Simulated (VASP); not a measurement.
# CdTe (Pnma) in VASP: single point with PBE

Aim: the single point of CdTe with PBE.

Everything below comes from runs of VASP 6.6.1. Logs are shortened: lines on timing, memory, paths and dates and some standing lists are left out, and cuts for length are marked.

**1. The cell of the first run**

It takes space group Pnma (No. 62, orthorhombic). The conventional cell has a = 8.879 Å, b = 4.776 Å, c = 7.979 Å, α = 90.00°, β = 90.00°, γ = 90.00°. Within 3.7 Å of Cd (site symmetry m) lie 4 Te at 2.82 to 2.94 Å. Te (site symmetry m) has 4 Cd at 2.82 to 2.94 Å within 3.7 Å.

**2. Single point, PBE**

INCAR reads:

```
ALGO = Normal
EDIFF = 1E-6
ENCUT = 500
GGA = PE
GGA_COMPAT = False
ISIF = 2
ISMEAR = 0
LASPH = True
LCHARG = True
LELF = True
LREAL = False
LVHAR = True
LWAVE = False
NBANDS = 46
NELM = 120
PREC = Accurate
SIGMA = 0.01
```

KPOINTS reads:

```
k-points
0
Gamma
  4 6 4
```

POSCAR reads:

```
CdTe
1.0
    8.8786151858      0.0000000000      0.0000000000
    0.0000000000      4.7755339598      0.0000000000
    0.0000000000      0.0000000000      7.9789668812
Cd Te
4 4
Direct
    0.8417290533      0.7500000000      0.4049070344
    0.6582709467      0.2500000000      0.9049070344
    0.3417290533      0.7500000000      0.0950929656
    0.1582709467      0.2500000000      0.5950929656
    0.8276960990      0.2500000000      0.6060003110
    0.6723039010      0.7500000000      0.1060003110
    0.3276960990      0.2500000000      0.8939996890
    0.1723039010      0.7500000000      0.3939996890
```

Potentials or basis: VASP PAW PBE potentials, release 64 (Cd, Te).

Started as:

```bash
$ cat potpaw_PBE.64/Cd/POTCAR potpaw_PBE.64/Te/POTCAR > POTCAR
$ mpirun -np 1 vasp_std > vasp.out
```

OUTCAR:

```text
EDIFF = 1E-6
   ENCUT = 500
   GGA = PE
   ISIF = 2
   ISMEAR = 0
   LASPH = True
   LREAL = False
   NELM = 120
   PREC = Accurate

 ion  position               nearest neighbor table
   1  0.842  0.750  0.405-   6 2.82   5 2.88   5 2.88   8 2.94
   2  0.658  0.250  0.905-   5 2.82   6 2.88   6 2.88   7 2.94
   3  0.342  0.750  0.095-   8 2.82   7 2.88   7 2.88   6 2.94
   4  0.158  0.250  0.595-   7 2.82   8 2.88   8 2.88   5 2.94
   5  0.828  0.250  0.606-   2 2.82   1 2.88   1 2.88   4 2.94
   6  0.672  0.750  0.106-   1 2.82   2 2.88   2 2.88   3 2.94
   7  0.328  0.250  0.894-   4 2.82   3 2.88   3 2.88   2 2.94
   8  0.172  0.750  0.394-   3 2.82   4 2.88   4 2.88   1 2.94

  LATTYP: Found a simple orthorhombic cell.
 ALAT       =     4.7755339598
 B/A-ratio  =     1.6708009928
 C/A-ratio  =     1.8591879485

  Lattice vectors:

 A1 = (   0.0000000000,   4.7755339598,   0.0000000000)
 A2 = (   0.0000000000,   0.0000000000,   7.9789668812)
 A3 = (   8.8786151858,   0.0000000000,   0.0000000000)

Analysis of symmetry for initial positions (statically):
=====================================================================
 Subroutine PRICEL returns:
 Original cell was already a primitive cell.

 Routine SETGRP: Setting up the symmetry group for a
 simple orthorhombic supercell.

 Subroutine GETGRP returns: Found  8 space group operations
 (whereof  2 operations were pure point group operations)
 out of a pool of  8 trial point group operations.

The static configuration has the point symmetry S_2 .
 The point group associated with its full space group is D_2h.

Analysis of symmetry for dynamics (positions and initial velocities):
=====================================================================
 Subroutine PRICEL returns:
 Original cell was already a primitive cell.

 Routine SETGRP: Setting up the symmetry group for a
 simple orthorhombic supercell.

 Subroutine GETGRP returns: Found  8 space group operations
 (whereof  2 operations were pure point group operations)
 out of a pool of  8 trial point group operations.

The dynamic configuration has the point symmetry S_2 .
 The point group associated with its full space group is D_2h.

 Subroutine INISYM returns: Found  8 space group operations
 (whereof  2 operations are pure point group operations),
 and found     1 'primitive' translations

[... 100 lines left out ...]
   ISPIN  =      1    spin polarized calculation?
   LNONCOLLINEAR =      F non collinear calculations
   LSORBIT =      F    spin-orbit coupling
   LASPH  =      T    aspherical Exc in radial PAW
   ENCUT  =  500.0 eV  36.75 Ry    6.06 a.u.  16.19  8.71 14.55*2*pi/ulx,y,z
   NELM   =    120;   NELMIN=  2; NELMDL= -5     # of ELM steps
   EDIFF  = 0.1E-05   stopping-criterion for ELM
   LREAL  =      F    real-space projection
[... 7 lines left out ...]
   TEBEG  =    0.0;   TEEND  =   0.0 temperature during run
   PSTRESS=    0.0 pullay stress
   NELECT =      72.0000    total number of electrons
   NUPDOWN=      -1.0000    fix difference up-down
   EMIN   =  10.00;   EMAX   =-10.00  energy-range for DOS
   EFERMI =   0.00;   METHOD = LEGACY
   ISMEAR =     0;   SIGMA  =   0.01  broadening in eV -4-tet -1-fermi 0-gaus
   EFERMI_NEDOS =   21; number of points for ismear=-14 and -15
   IALGO  =     38    algorithm
   IMIX   =      4    mixing-type and parameters
     AMIX     =   0.40;   BMIX     =  1.00
     AMIX_MAG =   1.60;   BMIX_MAG =  1.00
  volume/ion in A,a.u.               =      42.29       285.38
  Fermi-wavevector in a.u.,A,eV,Ry     =   0.977420  1.847055 12.998314  0.955349
  Thomas-Fermi vector in A             =   2.108116
   LORBIT       =      0    0 simple, 1 ext, 2 COOP (PROOUT), +10 PAW based schemes
   GGA     = PE    functional components
   LHFCALC =     F    Hartree Fock is set to
   AEXX    =    0.0000 exact exchange contribution
   IVDW    =     0    specifies the selected vdW correction
   LEPSILON=     F    determine dielectric tensor
   LRPA    =     F    only Hartree local field effects (RPA)
 non-spin polarized calculation
 Gauss-broadening in eV      SIGMA  =   0.01
  energy-cutoff  :      500.00
  volume of cell :      338.31
 maximum number of plane-waves:      8625
 NGX is ok and might be reduce to    70
   NGX = 33   NGY = 17   NGZ = 29

 number of electron      72.0000007 magnetization

 Free energy of the ion-electron system (eV)
  ---------------------------------------------------
  ext. energy  EPLUGINS =         0.00000000
  ---------------------------------------------------
  free energy    TOTEN  =       -18.59157706 eV

  energy without entropy =      -18.59157706  energy(sigma->0) =      -18.59157706

 E-fermi :   0.8109     XC(G=0):  -7.4378

 val. band max:        0.7614324583   @ k =   0.0000   0.0000   0.0000
 cond. band min:       1.4469952440   @ k =   0.0000   0.0000   0.0000
 fundamental gap:      0.6855627857
 Fermi energy:         0.8108505860

 k-point     1 :       0.0000    0.0000    0.0000
  band No.  band energies     occupation
      1      -9.9785      2.00000
      2      -9.6596      2.00000
      3      -9.6277      2.00000
      4      -9.5222      2.00000
      5      -7.3581      2.00000
      6      -7.3247      2.00000
[... 1165 lines left out ...]
     45       6.5302      0.00000
     46       6.5302      0.00000

 [... further k-points ...]
[... 5 lines left out ...]
  --------------------------------------------------------------------------------------
  -------------------------------------------------------------------------------------
  Total        0.1736300      0.1931709      0.1985838      0.0000000     -0.0000000      0.0000000
  in kB        0.8222835      0.9148261      0.9404603      0.0000000     -0.0000000      0.0000000
  external PRESSURE =       0.8925233 kB  Pullay stress =       0.0000000 kB

 VOLUME and BASIS-vectors are now :
 -----------------------------------------------------------------------------
  energy-cutoff  :      500.00
  volume of cell :      338.31
      direct lattice vectors                 reciprocal lattice vectors
     8.878615186  0.000000000  0.000000000     0.112630177  0.000000000  0.000000000
     0.000000000  4.775533960  0.000000000     0.000000000  0.209400668  0.000000000
     0.000000000  0.000000000  7.978966881     0.000000000  0.000000000  0.125329509

 POSITION                                       TOTAL-FORCE (eV/Angst)
 -----------------------------------------------------------------------------------
      7.47339      3.58165      3.23074        -0.003537     -0.000000     -0.001659
      5.84453      1.19388      7.22022         0.003537     -0.000000     -0.001659
      3.03408      3.58165      0.75874        -0.003537     -0.000000      0.001659
      1.40523      1.19388      4.74823         0.003537     -0.000000      0.001659
      7.34880      1.19388      4.83526        -0.005328     -0.000000      0.003362
      5.96913      3.58165      0.84577         0.005328     -0.000000      0.003362
      2.90949      1.19388      7.13319        -0.005328      0.000000     -0.003362
      1.52982      3.58165      3.14371         0.005328      0.000000     -0.003362
 -----------------------------------------------------------------------------------
    total drift:                               -0.000000     -0.000000     -0.000000

  FREE ENERGIE OF THE ION-ELECTRON SYSTEM (eV)
  ---------------------------------------------------
  free  energy   TOTEN  =       -18.5915770641 eV

  energy  without entropy=      -18.5915770641  energy(sigma->0) =      -18.59157706
```

OSZICAR:

```text
N       E                     dE             d eps       ncg     rms          rms(c)
DAV:   1     0.453690095126E+03    0.45369E+03   -0.30283E+04  3312   0.128E+03
DAV:   2     0.760526889510E+01   -0.44608E+03   -0.43477E+03  3774   0.305E+02
DAV:   3    -0.191821240528E+02   -0.26787E+02   -0.26661E+02  3966   0.749E+01
DAV:   4    -0.196425579352E+02   -0.46043E+00   -0.46013E+00  3982   0.860E+00
DAV:   5    -0.196503669853E+02   -0.78091E-02   -0.78088E-02  4054   0.122E+00    0.987E+00
DAV:   6    -0.186485759733E+02    0.10018E+01   -0.22078E+00  3478   0.100E+01    0.823E+00
DAV:   7    -0.185888631095E+02    0.59713E-01   -0.79977E-01  3626   0.323E+00    0.316E+00
DAV:   8    -0.185900458559E+02   -0.11827E-02   -0.60152E-02  3588   0.185E+00    0.110E+00
DAV:   9    -0.185916084087E+02   -0.15626E-02   -0.77179E-03  3684   0.628E-01    0.293E-01
DAV:  10    -0.185914010456E+02    0.20736E-03   -0.12363E-03  3594   0.244E-01    0.158E-01
DAV:  11    -0.185915652180E+02   -0.16417E-03   -0.88103E-04  3578   0.158E-01    0.475E-02
DAV:  12    -0.185915741356E+02   -0.89176E-05   -0.85257E-05  3790   0.515E-02    0.521E-02
DAV:  13    -0.185915732716E+02    0.86404E-06   -0.11682E-05  3308   0.102E-02    0.129E-02
DAV:  14    -0.185915765300E+02   -0.32584E-05   -0.10139E-05  3456   0.179E-02    0.148E-02
DAV:  15    -0.185915770641E+02   -0.53403E-06   -0.28021E-07  2398   0.351E-03
   1 F= -.18591577E+02 E0= -.18591577E+02  d E =-.145554E-14
```

It took 16 min on 1 thread of Intel Xeon 8259CL, shared host; peak memory 0.65 GiB.

Results:

- Free energy: -18.5916 eV
- Pressure: 0.1 GPa
- Largest force: 0.006 eV/Å
- Band gap on the k mesh: 0.69 eV

Forces on the atoms (eV/Å):
```
Cd  -0.004  0.000 -0.002
Cd   0.004  0.000 -0.002
Cd  -0.004  0.000  0.002
Cd   0.004  0.000  0.002
Te  -0.005  0.000  0.003
Te   0.005  0.000  0.003
Te  -0.005  0.000 -0.003
Te   0.005  0.000 -0.003
```

Levels at points of the mesh, in eV from the valence-band top:
| k point | band 32 | band 33 | band 34 | band 35 | band 36 | band 37 | band 38 | band 39 | band 40 | band 41 |
| --- | --- | --- | --- | --- | --- | --- | --- | --- | --- | --- |
| (0.00, 0.00, 0.00) | -0.77 | -0.29 | -0.24 | -0.24 | 0.00 | 0.69 | 2.05 | 2.20 | 3.35 | 3.88 |
| (0.50, 0.00, 0.00) | -1.40 | -0.54 | -0.54 | -0.21 | -0.21 | 1.79 | 1.79 | 2.52 | 2.52 | 3.64 |
| (0.00, 0.50, 0.00) | -1.37 | -1.33 | -1.33 | -0.68 | -0.68 | 2.78 | 2.78 | 2.95 | 2.95 | 4.82 |
| (0.50, 0.50, 0.00) | -1.83 | -0.94 | -0.94 | -0.94 | -0.94 | 3.18 | 3.18 | 3.18 | 3.18 | 3.88 |
| (0.00, 0.00, 0.50) | -1.27 | -0.75 | -0.75 | -0.42 | -0.42 | 2.16 | 2.16 | 2.91 | 2.91 | 3.58 |
| (0.50, 0.00, 0.50) | -1.23 | -0.44 | -0.44 | -0.41 | -0.41 | 2.02 | 2.02 | 2.43 | 2.43 | 3.98 |
| (0.00, 0.50, 0.50) | -1.68 | -0.80 | -0.80 | -0.41 | -0.41 | 2.26 | 2.26 | 2.54 | 2.54 | 4.66 |
| (0.50, 0.50, 0.50) | -1.37 | -1.09 | -1.09 | -1.09 | -1.09 | 2.51 | 2.51 | 2.51 | 2.51 | 4.56 |

Caveat: semilocal functionals underestimate gaps, and a narrow one can read as zero; spin-orbit coupling is left out, which moves the levels of the heavy elements.
